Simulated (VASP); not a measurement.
# Sn (Im-3m) in VASP: further runs

The runs below take Sn through single point, relaxation of cell and atoms, with PBE.

Everything below comes from runs of VASP 6.6.1. Logs are shortened: lines on timing, memory, paths and dates and some standing lists are left out, and cuts for length are marked.

**1. The cell of the first run**

The structure is cubic, space group Im-3m (No. 229). The conventional cell has a = 3.814 Å, b = 3.814 Å, c = 3.814 Å, α = 90.00°, β = 90.00°, γ = 90.00°. Sn (site symmetry m-3m) has 14 Sn at 3.30 to 3.81 Å within 4.3 Å.

**2. Single point, PBE**

Contents of INCAR:

```
SYSTEM = Sn
PREC = Accurate ; ENCUT = 520
EDIFF = 1E-6 ; ISMEAR = -1
SIGMA = 0.1 ; LREAL = .FALSE.
LASPH = .TRUE. ; NELM = 80
ALGO = Normal ; ISIF = 2
LWAVE = .FALSE. ; LCHARG = .FALSE.
GGA = PE ; NBANDS = 13
```

Contents of KPOINTS:

```
regular mesh
0
G
  16 16 16
  0 0 0
```

Contents of POSCAR:

```
Sn
1.0
   -1.9069032806      1.9069032806      1.9069032806
    1.9069032806     -1.9069032806      1.9069032806
    1.9069032806      1.9069032806     -1.9069032806
Sn
1
Direct
    0.0000000000      0.0000000000      0.0000000000
```

Potentials or basis: VASP PAW PBE potentials, release 64 (Sn_d).

Command:

```
$ cat potpaw_PBE.64/Sn_d/POTCAR > POTCAR
$ mpirun -np 1 vasp_std > vasp.out
```

OUTCAR:

```text
SYSTEM = Sn
   PREC = Accurate
   ENCUT = 520
   EDIFF = 1E-6
   ISMEAR = -1
   LREAL = .FALSE.
   LASPH = .TRUE.
   NELM = 80
   ISIF = 2
   GGA = PE

 ion  position               nearest neighbor table
   1  0.000  0.000  0.000-

  LATTYP: Found a body centered cubic cell.
 ALAT       =     3.8138065612

  Lattice vectors:

 A1 = (  -1.9069032806,   1.9069032806,   1.9069032806)
 A2 = (   1.9069032806,  -1.9069032806,   1.9069032806)
 A3 = (   1.9069032806,   1.9069032806,  -1.9069032806)

Analysis of symmetry for initial positions (statically):
=====================================================================
 Subroutine PRICEL returns:
 Original cell was already a primitive cell.

 Routine SETGRP: Setting up the symmetry group for a
 body centered cubic supercell.

 Subroutine GETGRP returns: Found 48 space group operations
 (whereof 48 operations were pure point group operations)
 out of a pool of 48 trial point group operations.

The static configuration has the point symmetry O_h .

Analysis of symmetry for dynamics (positions and initial velocities):
=====================================================================
 Subroutine PRICEL returns:
 Original cell was already a primitive cell.

 Routine SETGRP: Setting up the symmetry group for a
 body centered cubic supercell.

 Subroutine GETGRP returns: Found 48 space group operations
 (whereof 48 operations were pure point group operations)
 out of a pool of 48 trial point group operations.

The dynamic configuration has the point symmetry O_h .

 Subroutine INISYM returns: Found 48 space group operations
 (whereof 48 operations are pure point group operations),
 and found     1 'primitive' translations

----------------------------------------------------------------------------------------

                                     Primitive cell

  volume of cell :      27.7361

  direct lattice vectors                    reciprocal lattice vectors
    -1.906903281  1.906903281  1.906903281     0.000000000  0.262205223  0.262205223
     1.906903281 -1.906903281  1.906903281     0.262205223  0.000000000  0.262205223
     1.906903281  1.906903281 -1.906903281     0.262205223  0.262205223  0.000000000

  length of vectors
     3.302853367  3.302853367  3.302853367     0.370814183  0.370814183  0.370814183

  position of ions in fractional coordinates (direct lattice)
     0.000000000  0.000000000  0.000000000

  ion indices of the primitive-cell ions
   primitive index   ion index
                 1           1

----------------------------------------------------------------------------------------

 KPOINTS: regular mesh

Automatic generation of k-mesh.
 Grid dimensions read from file:
 generate k-points for:   16   16   16

 Generating k-lattice:

  Cartesian coordinates                     Fractional coordinates (reciprocal lattice)
     0.000000000  0.016387826  0.016387826     0.062500000  0.000000000  0.000000000
     0.016387826  0.000000000  0.016387826     0.000000000  0.062500000  0.000000000
     0.016387826  0.016387826  0.000000000     0.000000000  0.000000000  0.062500000

  Length of vectors
     0.023175886  0.023175886  0.023175886

  Shift w.r.t. Gamma in fractional coordinates (k-lattice)
     0.000000000  0.000000000  0.000000000

 Subroutine IBZKPT returns following result:
 ===========================================

 Found    145 irreducible k-points:

 Following reciprocal coordinates:
            Coordinates               Weight
  0.000000  0.000000  0.000000      1.000000
  0.062500  0.000000  0.000000     12.000000
  0.125000  0.000000  0.000000     12.000000
  0.187500  0.000000  0.000000     12.000000
  0.250000  0.000000  0.000000     12.000000
  0.312500  0.000000  0.000000     12.000000
[... 16 lines left out ...]
  0.187500  0.187500  0.000000     24.000000
  0.250000  0.187500  0.000000     48.000000
 [... further k-points ...]
   k-points           NKPTS =    145   k-points in BZ     NKDIM =    145   number of bands    NBANDS=     13
   number of dos      NEDOS =    301   number of ions     NIONS =      1
   total plane-waves  NPLWV =  21952
   dimension x,y,z NGX =    28 NGY =   28 NGZ =   28
   dimension x,y,z NGXF=    56 NGYF=   56 NGZF=   56
   ions per type =               1
   NGX,Y,Z   is equivalent  to a cutoff of  14.09, 14.09, 14.09 a.u.
   NGXF,Y,Z  is equivalent  to a cutoff of  28.19, 28.19, 28.19 a.u.
 SYSTEM =  Sn
   PREC   = accura    normal or accurate (medium, high low for compatibility)
   ISTART =      0    job   : 0-new  1-cont  2-samecut
   ICHARG =      2    charge: 1-file 2-atom 10-const
   ISPIN  =      1    spin polarized calculation?
   LNONCOLLINEAR =      F non collinear calculations
   LSORBIT =      F    spin-orbit coupling
   LASPH  =      T    aspherical Exc in radial PAW
   ENCUT  =  520.0 eV  38.22 Ry    6.18 a.u.   6.14  6.14  6.14*2*pi/ulx,y,z
   NELM   =     80;   NELMIN=  2; NELMDL= -5     # of ELM steps
   EDIFF  = 0.1E-05   stopping-criterion for ELM
   LREAL  =      F    real-space projection
   EDIFFG = 0.1E-04   stopping-criterion for IOM
   NSW    =      0    number of steps for IOM
   IBRION =     -1    ionic relax: 0-MD 1-quasi-New 2-CG
   NFREE  =      0    steps in history (QN), initial steepest desc. (CG)
   ISIF   =      2    stress and relaxation
   ISYM   =      2    0-nonsym 1-usesym 2-fastsym
   POTIM  = 0.5000    time-step for ionic-motion
   TEBEG  =    0.0;   TEEND  =   0.0 temperature during run
   PSTRESS=    0.0 pullay stress
   NELECT =      14.0000    total number of electrons
   NUPDOWN=      -1.0000    fix difference up-down
   EMIN   =  10.00;   EMAX   =-10.00  energy-range for DOS
   EFERMI =   0.00;   METHOD = LEGACY
   ISMEAR =    -1;   SIGMA  =   0.10  broadening in eV -4-tet -1-fermi 0-gaus
   EFERMI_NEDOS =   21; number of points for ismear=-14 and -15
   IALGO  =     38    algorithm
   IMIX   =      4    mixing-type and parameters
     AMIX     =   0.40;   BMIX     =  1.00
     AMIX_MAG =   1.60;   BMIX_MAG =  1.00
  volume/ion in A,a.u.               =      27.74       187.17
  Fermi-wavevector in a.u.,A,eV,Ry     =   1.303473  2.463208 23.116883  1.699043
  Thomas-Fermi vector in A             =   2.434473
   LORBIT       =      0    0 simple, 1 ext, 2 COOP (PROOUT), +10 PAW based schemes
   GGA     = PE    functional components
   LHFCALC =     F    Hartree Fock is set to
   AEXX    =    0.0000 exact exchange contribution
   IVDW    =     0    specifies the selected vdW correction
   LEPSILON=     F    determine dielectric tensor
   LRPA    =     F    only Hartree local field effects (RPA)
 non-spin polarized calculation
  energy-cutoff  :      520.00
  volume of cell :       27.74
 maximum number of plane-waves:       767
 NGX is ok and might be reduce to    28
   NGX = 13   NGY = 13   NGZ = 13

 number of electron      13.9999997 magnetization

 Free energy of the ion-electron system (eV)
  ---------------------------------------------------
  ext. energy  EPLUGINS =         0.00000000
  ---------------------------------------------------
  free energy    TOTEN  =        -3.78304907 eV

  energy without entropy =       -3.76259511  energy(sigma->0) =       -3.77282209

 E-fermi :   7.8238     XC(G=0): -10.2729

 val. band max:        7.8068845948   @ k =  -0.3750   0.4375   0.3125
 cond. band min:       7.8472409414   @ k =   0.5000   0.5000   0.4375
 fundamental gap:      0.0403563466
 Fermi energy:         7.8238116280

 k-point     1 :       0.0000    0.0000    0.0000
  band No.  band energies     occupation
      1     -13.7036      2.00000
      2     -13.7036      2.00000
      3     -13.7036      2.00000
      4     -13.5735      2.00000
      5     -13.5735      2.00000
      6      -3.0926      2.00000
      7      15.6308      0.00000
      8      15.6308      0.00000
      9      15.6308      0.00000
     10      19.9210      0.00000
     11      19.9210      0.00000
     12      19.9210      0.00000
     13      20.4328      0.00000

 k-point     2 :       0.0625    0.0000    0.0000
  band No.  band energies     occupation
      1     -13.7052      2.00000
      2     -13.7011      2.00000
      3     -13.6958      2.00000
      4     -13.5753      2.00000
      5     -13.5737      2.00000
      6      -3.0089      2.00000
      7      14.8891      0.00000
      8      15.2952      0.00000
      9      15.5239      0.00000
     10      18.9039      0.00000
     11      19.1555      0.00000
     12      19.7121      0.00000
     13      20.9257      0.00000

 k-point     3 :       0.1250    0.0000    0.0000
  band No.  band energies     occupation
      1     -13.7098      2.00000
      2     -13.6945      2.00000
      3     -13.6736      2.00000
      4     -13.5802      2.00000
      5     -13.5743      2.00000
      6      -2.7577      2.00000
      7      13.2084      0.00000
      8      14.5434      0.00000
      9      15.2154      0.00000
     10      17.9642      0.00000
     11      18.3206      0.00000
     12      19.5336      0.00000
     13      21.2790      0.00000
[... 305 lines left out ...]
 k-point    23 :       0.1875    0.1875    0.0000
  band No.  band energies     occupation
      1     -13.7161      2.00000
      2     -13.6756      2.00000
      3     -13.5959      2.00000
      4     -13.5836      2.00000
      5     -13.5617      2.00000
      6      -0.8418      2.00000
      7       8.1886      0.05075
      8       9.9204      0.00000
      9      12.9673      0.00000
     10      17.6805      0.00000
     11      18.2300      0.00000
     12      21.0827      0.00000
     13      22.6159      0.00000

 k-point    24 :       0.2500    0.1875    0.0000
  band No.  band energies     occupation
      1     -13.7187      2.00000
      2     -13.6671      2.00000
      3     -13.5938      2.00000
      4     -13.5862      2.00000
      5     -13.5422      2.00000
      6      -0.0319      2.00000
      7       6.8508      1.99988
      8       9.0034      0.00002
      9      12.5505      0.00000
     10      17.5230      0.00000
     11      18.7158      0.00000
     12      21.2658      0.00000
     13      23.8331      0.00000

 [... further k-points ...]
[... 5 lines left out ...]
  --------------------------------------------------------------------------------------
  -------------------------------------------------------------------------------------
  Total       -0.0104224     -0.0104224     -0.0104224      0.0000000      0.0000000      0.0000000
  in kB       -0.6020484     -0.6020484     -0.6020484      0.0000000      0.0000000      0.0000000
  external PRESSURE =      -0.6020484 kB  Pullay stress =       0.0000000 kB

 VOLUME and BASIS-vectors are now :
 -----------------------------------------------------------------------------
  energy-cutoff  :      520.00
  volume of cell :       27.74
      direct lattice vectors                 reciprocal lattice vectors
    -1.906903281  1.906903281  1.906903281     0.000000000  0.262205223  0.262205223
     1.906903281 -1.906903281  1.906903281     0.262205223  0.000000000  0.262205223
     1.906903281  1.906903281 -1.906903281     0.262205223  0.262205223  0.000000000

 POSITION                                       TOTAL-FORCE (eV/Angst)
 -----------------------------------------------------------------------------------
      0.00000      0.00000      0.00000         0.000000      0.000000     -0.000000
 -----------------------------------------------------------------------------------
    total drift:                               -0.000000     -0.000000     -0.000000

  FREE ENERGIE OF THE ION-ELECTRON SYSTEM (eV)
  ---------------------------------------------------
  free  energy   TOTEN  =        -3.7830490696 eV

  energy  without entropy=       -3.7625951072  energy(sigma->0) =       -3.77282209
```

Wall time 49 s (1 thread of Intel Xeon Platinum 8488C (Sapphire Rapids), shared host); peak memory 0.19 GiB.

What came out:

- Free energy: -3.7830 eV
- Pressure: -0.1 GPa
- Band gap on the k mesh: zero (band 7 reaches 15.63 eV, above the bottom of band 8 at 5.53 eV)

Levels at points of the mesh, in eV from the Fermi level:
| k point | band 5 | band 6 | band 7 | band 8 | band 9 | band 10 |
| --- | --- | --- | --- | --- | --- | --- |
| (0.00, 0.00, 0.00) | -21.40 | -10.92 | 7.81 | 7.81 | 7.81 | 12.10 |
| (0.50, 0.00, 0.00) | -21.32 | -6.37 | -4.30 | 3.56 | 5.39 | 7.86 |
| (0.50, 0.50, 0.50) | -21.34 | -2.56 | -0.43 | -0.43 | -0.43 | 3.86 |

Caveat: spin-orbit coupling is left out, which moves the levels of the heavy elements.

(Part 1 of 3 ends here.)
